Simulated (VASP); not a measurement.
# SrTiO3 (P1) in VASP: single point with r2SCAN

Aim: the single point of SrTiO3 with r2SCAN.

Everything below comes from runs of VASP 6.6.1. Logs are shortened: lines on timing, memory, paths and dates and some standing lists are left out, and cuts for length are marked.

### 1 The cell of the first run

The typed cell holds 10 atoms: a = 5.505 Å, b = 3.958 Å, c = 5.419 Å, α = 90.60°, β = 89.15°, γ = 90.73°.

### 2 Single point, r2SCAN

POSCAR

```
SrTiO3
1.0
    3.9207120000     -0.0352010000     -3.8636730000
   -0.0320580000      3.9576720000      0.0031430000
    3.8601060000     -0.0289150000      3.8030660000
Sr Ti O
2 2 6
Direct
    0.9918260000      0.5043440000      0.5012450000
    0.4939810000      0.5028740000      0.0073870000
    0.0087230000      0.9994600000      0.9983820000
    0.4893440000      0.0121920000      0.4988920000
    0.2412480000      0.0008070000      0.2516000000
    0.7503660000      0.9891370000      0.7447050000
    0.0005670000      0.4876180000      0.9961030000
    0.5115040000      0.4913700000      0.5073030000
    0.2433890000      0.0140010000      0.7417760000
    0.7541170000      0.9946370000      0.2465290000
```

INCAR.step1

```
SYSTEM = SrTiO3
  PREC = Accurate
  ENCUT = 520
  ISMEAR = -5
  SIGMA = 0.1
  LREAL = .FALSE.
  LASPH = .TRUE.
  NELM = 60
  NBANDS = 51
  GGA = PE
  ALGO = Normal
  EDIFF = 1E-4
  LWAVE = .TRUE.
  LCHARG = .FALSE.
```

INCAR.step2

```
SYSTEM = SrTiO3
  PREC = Accurate
  ENCUT = 520
  EDIFF = 1E-7
  ISMEAR = -5
  SIGMA = 0.1
  LREAL = .FALSE.
  LASPH = .TRUE.
  NELM = 60
  ALGO = Normal
  ISIF = 2
  LWAVE = .FALSE.
  LCHARG = .FALSE.
  METAGGA = R2SCAN
  LMIXTAU = .TRUE.
  NBANDS = 51
  ISTART = 1
```

KPOINTS

```
Automatic mesh
0
G
  3 5 4
  0 0 0
```

Potentials or basis: VASP PAW PBE potentials, release 64 (Sr_sv, Ti_sv, O).

Started as:

```
$ cat potpaw_PBE.64/Sr_sv/POTCAR potpaw_PBE.64/Ti_sv/POTCAR potpaw_PBE.64/O/POTCAR > POTCAR
$ cp INCAR.step1 INCAR
$ mpirun -np 1 vasp_std > vasp.out
$ cp INCAR.step2 INCAR
$ mpirun -np 1 vasp_std > vasp.out
```

OUTCAR:

```text
SYSTEM = SrTiO3
   PREC = Accurate
   ENCUT = 520
   EDIFF = 1E-7
   ISMEAR = -5
   LREAL = .FALSE.
   LASPH = .TRUE.
   NELM = 60
   ISIF = 2
   METAGGA = R2SCAN
   ISTART = 1

 ion  position               nearest neighbor table
   1  0.992  0.504  0.501-   8 2.64   6 2.67   7 2.68   7 2.74   5 2.74  10 2.75   9 2.75   6 2.76
                             9 2.76  10 2.76   5 2.76   8 2.86   3 3.32   4 3.36   3 3.36   3 3.37
   2  0.494  0.503  0.007-   8 2.71   8 2.71   7 2.72  10 2.73   5 2.74   5 2.75   9 2.77   6 2.77
                             7 2.79  10 2.82   6 2.85   9 2.87   4 3.31   3 3.31   4 3.32   3 3.34
   3  0.009  0.999  0.998-   9 1.88   5 1.89  10 1.93   7 1.93   6 1.99   7 2.03   2 3.31   1 3.32
                             2 3.34   1 3.36   1 3.37   1 3.37   2 3.43   2 3.48
   4  0.489  0.012  0.499-   9 1.87   8 1.90   5 1.93   6 1.98  10 1.99   8 2.07   2 3.31   2 3.32
                             2 3.35   1 3.36   1 3.38   1 3.38   2 3.43   1 3.44
   5  0.241  0.001  0.252-   3 1.89   4 1.93   1 2.74   2 2.74   2 2.75   1 2.76
   6  0.750  0.989  0.745-   4 1.98   3 1.99   1 2.67   1 2.76   2 2.77   2 2.85
   7  0.001  0.488  0.996-   3 1.93   3 2.03   1 2.68   2 2.72   1 2.74   2 2.79
   8  0.512  0.491  0.507-   4 1.90   4 2.07   1 2.64   2 2.71   2 2.71   1 2.86
   9  0.243  0.014  0.742-   4 1.87   3 1.88   1 2.75   1 2.76   2 2.77   2 2.87
  10  0.754  0.995  0.247-   3 1.93   4 1.99   2 2.73   1 2.75   1 2.76   2 2.82

  LATTYP: Found a triclinic cell.
 ALAT       =    12.3424325692
 B/A-ratio  =     0.5526086129
 C/A-ratio  =     1.1720513974
 COS(alpha) =     0.0003167247
 COS(beta)  =     0.6719774670
 COS(gamma) =     0.7344146569

  Lattice vectors:

 A1 = ( -11.7015300000,   0.0993170000,   3.9242800000)
 A2 = (  -3.9527700000,   3.9928730000,   3.8668160000)
 A3 = ( -11.5768080000,  -7.8223130000,  -3.7487450000)

Analysis of symmetry for initial positions (statically):
=====================================================================
 Subroutine PRICEL returns:
 Original cell was already a primitive cell.

 Routine SETGRP: Setting up the symmetry group for a
 triclinic supercell.

 Subroutine GETGRP returns: Found  1 space group operations
 (whereof  1 operations were pure point group operations)
 out of a pool of  2 trial point group operations.

The static configuration has the point symmetry C_1 .

Analysis of symmetry for dynamics (positions and initial velocities):
=====================================================================
 Subroutine PRICEL returns:
 Original cell was already a primitive cell.

 Routine SETGRP: Setting up the symmetry group for a
 triclinic supercell.

 Subroutine GETGRP returns: Found  1 space group operations
 (whereof  1 operations were pure point group operations)
 out of a pool of  2 trial point group operations.

The dynamic configuration has the point symmetry C_1 .

 Subroutine INISYM returns: Found  1 space group operations
 (whereof  1 operations are pure point group operations),
 and found     1 'primitive' translations

----------------------------------------------------------------------------------------

                                     Primitive cell

  volume of cell :     118.0293

  direct lattice vectors                    reciprocal lattice vectors
     3.920712000 -0.035201000 -3.863673000     0.127522411  0.001135744 -0.129426411
    -0.032058000  3.957672000  0.003143000     0.002080753  0.252690800 -0.000190734
     3.860106000 -0.028915000  3.803066000     0.129552934  0.000945010  0.131456900

  length of vectors
     5.504651737  3.957803084  5.418908138     0.181698793  0.252699439  0.184569153

  position of ions in fractional coordinates (direct lattice)
     0.991826000  0.504344000  0.501245000
     0.493981000  0.502874000  0.007387000
     0.008723000  0.999460000  0.998382000
     0.489344000  0.012192000  0.498892000
     0.241248000  0.000807000  0.251600000
     0.750366000  0.989137000  0.744705000
     0.000567000  0.487618000  0.996103000
     0.511504000  0.491370000  0.507303000
     0.243389000  0.014001000  0.741776000
     0.754117000  0.994637000  0.246529000

  ion indices of the primitive-cell ions
   primitive index   ion index
                 1           1
                 2           2
                 3           3
                 4           4
                 5           5
                 6           6
                 7           7
                 8           8
                 9           9
                10          10

----------------------------------------------------------------------------------------

 KPOINTS: Automatic mesh

Automatic generation of k-mesh.
 Grid dimensions read from file:
 generate k-points for:    3    5    4

 Generating k-lattice:

  Cartesian coordinates                     Fractional coordinates (reciprocal lattice)
     0.042507470  0.000378581 -0.043142137     0.333333333 -0.000000000  0.000000000
     0.000416151  0.050538160 -0.000038147     0.000000000  0.200000000  0.000000000
     0.032388233  0.000236252  0.032864225    -0.000000000  0.000000000  0.250000000

  Length of vectors
     0.060566264  0.050539888  0.046142288

  Shift w.r.t. Gamma in fractional coordinates (k-lattice)
     0.000000000  0.000000000  0.000000000

 TETIRR: Found    178 inequivalent tetrahedra from      360

 Subroutine IBZKPT returns following result:
 ===========================================

 Found     31 irreducible k-points:

 Following reciprocal coordinates:
            Coordinates               Weight
  0.000000  0.000000  0.000000      1.000000
  0.333333 -0.000000  0.000000      2.000000
 -0.000000  0.200000 -0.000000      2.000000
  0.333333  0.200000  0.000000      2.000000
 -0.333333  0.200000 -0.000000      2.000000
  0.000000  0.400000  0.000000      2.000000
[... 16 lines left out ...]
 -0.333333 -0.200000  0.250000      2.000000
 -0.000000  0.000000  0.500000      1.000000
 [... further k-points ...]
   k-points           NKPTS =     31   k-points in BZ     NKDIM =     31   number of bands    NBANDS=     51
   number of dos      NEDOS =    301   number of ions     NIONS =     10
   total plane-waves  NPLWV =  50400
   dimension x,y,z NGX =    42 NGY =   30 NGZ =   40
   dimension x,y,z NGXF=    84 NGYF=   60 NGZF=   80
   ions per type =               2   2   6
   NGX,Y,Z   is equivalent  to a cutoff of  12.68, 12.60, 12.27 a.u.
   NGXF,Y,Z  is equivalent  to a cutoff of  25.37, 25.20, 24.54 a.u.
 SYSTEM =  SrTiO3
   PREC   = accura    normal or accurate (medium, high low for compatibility)
   ISTART =      1    job   : 0-new  1-cont  2-samecut
   ICHARG =      0    charge: 1-file 2-atom 10-const
   ISPIN  =      1    spin polarized calculation?
   LNONCOLLINEAR =      F non collinear calculations
   LSORBIT =      F    spin-orbit coupling
   LASPH  =      T    aspherical Exc in radial PAW
   ENCUT  =  520.0 eV  38.22 Ry    6.18 a.u.  10.24  7.36 10.08*2*pi/ulx,y,z
   NELM   =     60;   NELMIN=  2; NELMDL=  0     # of ELM steps
   EDIFF  = 0.1E-06   stopping-criterion for ELM
   LREAL  =      F    real-space projection
   EDIFFG = 0.1E-05   stopping-criterion for IOM
   NSW    =      0    number of steps for IOM
   IBRION =     -1    ionic relax: 0-MD 1-quasi-New 2-CG
   NFREE  =      0    steps in history (QN), initial steepest desc. (CG)
   ISIF   =      2    stress and relaxation
   ISYM   =      2    0-nonsym 1-usesym 2-fastsym
   POTIM  = 0.5000    time-step for ionic-motion
   TEBEG  =    0.0;   TEEND  =   0.0 temperature during run
   PSTRESS=    0.0 pullay stress
   NELECT =      80.0000    total number of electrons
   NUPDOWN=      -1.0000    fix difference up-down
   EMIN   =  10.00;   EMAX   =-10.00  energy-range for DOS
   EFERMI =   0.00;   METHOD = LEGACY
   ISMEAR =    -5;   SIGMA  =   0.10  broadening in eV -4-tet -1-fermi 0-gaus
   EFERMI_NEDOS =   21; number of points for ismear=-14 and -15
   IALGO  =     38    algorithm
   IMIX   =      4    mixing-type and parameters
     AMIX     =   0.40;   BMIX     =  1.00
     AMIX_MAG =   1.60;   BMIX_MAG =  1.00
  volume/ion in A,a.u.               =      11.80        79.65
  Fermi-wavevector in a.u.,A,eV,Ry     =   1.438053  2.717526 28.136801  2.067997
  Thomas-Fermi vector in A             =   2.557063
   LORBIT       =      0    0 simple, 1 ext, 2 COOP (PROOUT), +10 PAW based schemes
   METAGGA = R2SCAN    functional components
   LHFCALC =     F    Hartree Fock is set to
   AEXX    =    0.0000 exact exchange contribution
   IVDW    =     0    specifies the selected vdW correction
   LEPSILON=     F    determine dielectric tensor
   LRPA    =     F    only Hartree local field effects (RPA)
 non-spin polarized calculation
 Fermi weights with tetrahedron method with Bloechl corrections
  energy-cutoff  :      520.00
  volume of cell :      118.03
 maximum number of plane-waves:      3193
 NGX is ok and might be reduce to    42
   NGX = 21   NGY = 15   NGZ = 21

 number of electron      80.0000008 magnetization

 Free energy of the ion-electron system (eV)
  ---------------------------------------------------
  ext. energy  EPLUGINS =         0.00000000
  ---------------------------------------------------
  free energy    TOTEN  =      -126.33696170 eV

  energy without entropy =     -126.33696170  energy(sigma->0) =     -126.33696170

 E-fermi :   4.1003     XC(G=0): -11.9826

 val. band max:        4.0912824164   @ k =   0.0000   0.4000   0.0000
 cond. band min:       6.2363875050   @ k =   0.0000   0.0000   0.0000
 fundamental gap:      2.1451050886
 Fermi energy:         4.1002579924

 k-point     1 :       0.0000    0.0000    0.0000
  band No.  band energies     occupation
      1     -54.7320      2.00000
      2     -54.6324      2.00000
      3     -30.0298      2.00000
      4     -30.0178      2.00000
      5     -29.9857      2.00000
      6     -29.9345      2.00000
[... 43 lines left out ...]
     50       9.7849      0.00000
     51      10.0308      0.00000
[... 1240 lines left out ...]
     50      11.1603      0.00000
     51      11.3824      0.00000

 [... further k-points ...]
[... 5 lines left out ...]
  --------------------------------------------------------------------------------------
  -------------------------------------------------------------------------------------
  Total        2.9357463     -0.0518614      6.0502986      1.4425927     -0.1268964      1.5528882
  in kB       39.8510109     -0.7039881     82.1292056     19.5823380     -1.7225428     21.0795334
  external PRESSURE =      40.4254095 kB  Pullay stress =       0.0000000 kB

 VOLUME and BASIS-vectors are now :
 -----------------------------------------------------------------------------
  energy-cutoff  :      520.00
  volume of cell :      118.03
      direct lattice vectors                 reciprocal lattice vectors
     3.920712000 -0.035201000 -3.863673000     0.127522411  0.001135744 -0.129426411
    -0.032058000  3.957672000  0.003143000     0.002080753  0.252690800 -0.000190734
     3.860106000 -0.028915000  3.803066000     0.129552934  0.000945010  0.131456900

 POSITION                                       TOTAL-FORCE (eV/Angst)
 -----------------------------------------------------------------------------------
      5.80735      1.94662     -1.92424        -0.275649     -0.070403      0.278580
      1.94915      1.97261     -1.87891         0.245975     -0.007500     -0.722713
      3.85602      3.92636      3.76635        -1.639402      0.081270      1.490927
      3.84396      0.01660      0.00669         1.640041     -0.013848     -1.201309
      1.91704     -0.01257      0.02475         0.620867     -0.271263     -0.540771
      5.78490      3.86673     -0.06390        -0.021358      0.013153      0.279423
      3.83165      1.90101      3.78759         0.288874      0.569818     -0.218984
      3.94795      1.91201     -0.04543        -0.756598      0.266124      0.189742
      3.81714      0.02540      1.88069         0.333468     -0.512657     -0.138811
      3.87642      3.90277     -1.97297        -0.436218     -0.054694      0.583916
 -----------------------------------------------------------------------------------
    total drift:                               -0.023735      0.003809     -0.012315

  FREE ENERGIE OF THE ION-ELECTRON SYSTEM (eV)
  ---------------------------------------------------
  free  energy   TOTEN  =      -126.3369617045 eV

  energy  without entropy=     -126.3369617045  energy(sigma->0) =     -126.33696170
```

It took 5.6 min on 1 thread of Intel Xeon 6975P-C (Granite Rapids), shared host; peak memory 0.33 GiB.

What came out:

| Property | Result |
| --- | --- |
| Free energy | -126.3370 eV |
| Pressure | 4.0 GPa |
| Largest force | 2.217 eV/Å |
| Band gap on the k mesh | 2.15 eV |

Forces in eV/Å, atoms in the order of the input:
```
Sr  -0.276 -0.070  0.279
Sr   0.246 -0.007 -0.723
Ti  -1.639  0.081  1.491
Ti   1.640 -0.014 -1.201
O    0.621 -0.271 -0.541
O   -0.021  0.013  0.279
O    0.289  0.570 -0.219
O   -0.757  0.266  0.190
O    0.333 -0.513 -0.139
O   -0.436 -0.055  0.584
```

Stress tensor (GPa, compression positive):
```
 3.99  1.96  2.11
 1.96 -0.07 -0.17
 2.11 -0.17  8.21
```

Caveat: the stress differs along the axes, from -0 to 8 GPa; the PAW data sets were made with another functional, which shifts forces and pressure a little.
